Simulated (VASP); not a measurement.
Input of a VASP 6.6.1 run:

INCAR

```
SYSTEM = CsLi3P2
ALGO = Normal
EDIFF = 1E-7
ENCUT = 520
GGA = PE
ISIF = 2
ISMEAR = 0
LASPH = .True.
LCHARG = .False.
LREAL = .False.
LWAVE = .False.
NBANDS = 23
NELM = 100
PREC = Accurate
SIGMA = 0.1
```

KPOINTS

```
k-points
0
Gamma
  3 3 4
  0 0 0
```

File POSCAR:

```
CsLi3P2
1.0
    6.3315346100      0.0000000000      0.0000000000
   -3.1657673100      5.4832698200      0.0000000000
    0.0000000000      0.0000000000      4.2739819600
Cs Li P
1 3 2
Direct
    0.0000000000      0.0000000000      0.0000000000
    0.5000000000      0.0000000000      0.5000000000
    0.0000000000      0.5000000000      0.5000000000
    0.5000000000      0.5000000000      0.5000000000
    0.3333333300      0.6666666700      0.5000000000
    0.6666666700      0.3333333300      0.5000000000
```

Potentials or basis: VASP PAW PBE potentials, release 64 (Cs_sv, Li_sv, P).

Run with:

```sh
$ cat potpaw_PBE.64/Cs_sv/POTCAR potpaw_PBE.64/Li_sv/POTCAR potpaw_PBE.64/P/POTCAR > POTCAR
$ mpirun -np 1 vasp_std > vasp.out
```

Problem. What does it give for the band gap on the k mesh?

Solution. Zero (band 14 reaches 1.14 eV, above the bottom of band 15 at 0.60 eV).

Caveat: the k points lie up to 0.38 Å⁻¹ apart; spin-orbit coupling is left out, which moves the levels of the heavy elements.
